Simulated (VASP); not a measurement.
Input of a VASP 6.6.1 run:

File INCAR:

```
ALGO = Normal
EDIFF = 1E-6
ENCUT = 520
GGA = PE
ISIF = 2
ISMEAR = 0
IVDW = 12
LASPH = T
LCHARG = F
LREAL = Auto
LWAVE = F
NBANDS = 46
NELECT = 64.0
NELM = 60
PREC = Accurate
SIGMA = 0.02
```

File KPOINTS:

```
k-points
0
Gamma
  3 3 3
```

Contents of POSCAR:

```
HC16
1.0
    0.0000000000      3.5700000000      3.5700000000
    3.5700000000      0.0000000000      3.5700000000
    3.5700000000      3.5700000000      0.0000000000
C H
16 1
Direct
   -0.0066921569      0.0049176471      0.0049784314
    0.1219913165      0.1292812325      0.1265851541
   -0.0036371148      0.0149581232      0.5009429972
    0.1212425770      0.1290957983      0.6316190476
   -0.0049726891      0.5032387955      0.0034791317
    0.1211387955      0.6293228291      0.1229701681
   -0.0114995798      0.4924161064      0.4888194678
    0.1319021008      0.6357656863      0.6376816527
    0.4951201681      0.0049523810      0.0005137255
    0.6195075630      0.1292268908      0.1258501401
    0.4938661064      0.0059843137      0.4993859944
    0.6183837535      0.1305717087      0.6269806723
    0.4951056022      0.5023635854     -0.0001644258
    0.6194117647      0.6311148459      0.1213470588
    0.4952112045      0.5031969188      0.4947602241
    0.6094373950      0.6279948179      0.6254334734
    0.9081112045      0.7165862745      0.5628700280
```

Potentials or basis: VASP PAW PBE potentials, release 64 (C, H).

Launch:

```sh
$ cat potpaw_PBE.64/C/POTCAR potpaw_PBE.64/H/POTCAR > POTCAR
$ mpirun -np 1 vasp_std > vasp.out
```

(1) Estimate the largest force.

(2) Estimate the dispersion energy per atom.

Results:

(1) 0.040 eV/Å.

(2) -0.190 eV.

Caveat: the k points lie up to 0.51 Å⁻¹ apart; the cell carries a net charge on a neutralising background, which shifts energy and pressure.
